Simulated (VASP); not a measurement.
# Br: single point with LDA

The system is Br.

```
Br
1.0
     3.32809   -1.95172    0.00000
     3.32809    1.95172    0.00000
     0.00000    0.00000    8.47323
Br
4
Direct
  0.84067 0.15933 0.12092
  0.65933 0.34067 0.62092
  0.15933 0.84067 0.87908
  0.34067 0.65933 0.37908
```

| Quantity | Value |
| --- | --- |
| Program | VASP 6.6.1 |
| Task | single point |
| Functional | LDA |
| Potentials or basis | VASP PAW LDA potentials, release 64 (Br) |
| Cutoff | 520 eV |
| k mesh | 9 × 9 × 4 |
| Occupations | methfessel-paxton, width 0.1 eV |
| Spin | no spin polarisation |
| Dipole correction | no |
| Further INCAR settings | ALGO = Normal; EDIFF = 1e-07; NBANDS = 22 |

```
Pressure               : 0.0 GPa
Largest force          : 0.033 eV/Å
Band gap on the k mesh : 1.01 eV (least direct gap 1.19 eV)
```

Forces in eV/Å, atoms in the order of the input:
```
Br   0.000  0.032  0.009
Br   0.000 -0.032  0.009
Br   0.000 -0.032 -0.009
Br   0.000  0.032 -0.009
```

Stress tensor (GPa, compression positive):
```
0.01 0.00 0.00
0.00 0.11 0.00
0.00 0.00 0.01
```

Levels at points of the mesh, in eV from the valence-band top:
| k point | band 11 | band 12 | band 13 | band 14 | band 15 | band 16 | band 17 | band 18 |
| --- | --- | --- | --- | --- | --- | --- | --- | --- |
| (0.00, 0.00, 0.00) | -1.37 | -0.87 | -0.55 | 0.00 | 1.19 | 2.29 | 5.65 | 6.12 |
| (0.00, 0.00, 0.50) | -1.13 | -1.13 | -0.22 | -0.22 | 1.44 | 1.44 | 6.28 | 6.28 |

Run time: 2.3 min on 1 thread of Oxide Virtual Turin-like Processor, with other jobs on the host, peak memory 0.23 GiB.

A k mesh can miss the band edges.
